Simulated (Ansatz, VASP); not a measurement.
**Al in VASP and in Ansatz**

```xyz
1
Lattice="-1.6525 1.6525 1.6525 1.6525 -1.6525 1.6525 1.6525 1.6525 -1.6525" Properties=species:S:1:pos:R:3 pbc="T T T"
Al    0.0000    0.0000    0.0000
```

Alike in both runs: task single point; functional r2SCAN; k mesh 13 × 13 × 13; occupations gaussian, width 0.1 eV; no spin polarisation.

|  | VASP | Ansatz |
| --- | --- | --- |
| version | VASP 6.6.1 | Ansatz 0.2.0 |
| potentials or method | VASP PAW PBE potentials, release 64 (Al), cutoff 520 eV | plane waves, PAW |
| valence electrons in the cell | 3 | 3 |

|  | VASP | Ansatz | Ansatz less VASP |
| --- | --- | --- | --- |
| pressure (GPa) | -7.6 | -7.4 | +0.22 |

VASP's potentials were made for PBE, not for r2SCAN. The functional is the same, so the differences come from potentials, cutoffs and numerics.
